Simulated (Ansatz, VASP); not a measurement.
# Two plane-wave programs on AgGePt

```
Ag Ge Pt
1.0
     2.03912    3.53186    0.00000
    -2.03912    3.53186    0.00000
     0.00000    0.00000    7.50712
Ag Ge Pt
2 2 2
Direct
  0.33330 0.33340 0.25000
  0.66660 0.66670 0.75000
  0.33330 0.33340 0.75000
  0.66660 0.66670 0.25000
  0.00000 0.00000 0.00000
  0.00000 0.00000 0.50000
```

Alike in both runs: task single point; functional PBE; k mesh 5 × 5 × 3; no spin polarisation.

```csv
,VASP,Ansatz
version,VASP 6.6.1,Ansatz 0.2.0
potentials or method,"VASP PAW PBE potentials, release 64 (Ag, Ge_d, Pt), cutoff 520 eV",PAW plane waves
occupations,"fermi-dirac, width 0.1 eV",fermi-dirac
valence electrons in the cell,70,102
```

Ansatz gave:

| Property | Result |
| --- | --- |
| gap on the k mesh at the Fermi level (eV) | none |
| pressure (GPa) | 3.6 |
| traceless stress, the component that is largest in VASP (GPa) | -16.90 |

Q: What did VASP give for the same quantities?

A: gap on the k mesh at the Fermi level (eV): none; pressure (GPa): 3.6; traceless stress, the component that is largest in VASP (GPa): -17.03.

A gap of «none» marks a metal or a gap that the smearing closes. VASP's potentials hold 70 valence electrons a cell and Ansatz's 102, so a difference there can come from the potentials and not from the codes. Ansatz's warnings: structure snapped to symmetry.

Spin-orbit coupling is off throughout.
